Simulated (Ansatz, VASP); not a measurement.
Two plane-wave programs on Sn

```
Sn
1.0
     3.11550    0.00000    0.00000
     0.00000    3.11550    0.00000
     0.00000    0.00000    3.11550
Sn
1
Cartesian
  0.0000 0.0000 0.0000
```

Alike in both runs: task relaxation of cell and atoms; functional PBE; k mesh 13 × 13 × 13; occupations fermi-dirac, width 0.05 eV; no spin polarisation.

```csv
,VASP,Ansatz
version,VASP 6.6.1,Ansatz 0.2.0
potentials or method,"VASP PAW PBE potentials, release 64 (Sn_d)","PAW with Ansatz's default frozen-core files, scalar-relativistic"
plane-wave cutoff (eV),600,420
valence electrons in the cell,14,14
```

|  | VASP | Ansatz | Ansatz less VASP |
| --- | --- | --- | --- |
| relaxed volume (Å³/atom) | 29.44 | 29.46 | +0.014 |
| relaxed cell length with the largest relative difference (Å) | 3.088 | 3.088 | +0.0005 |
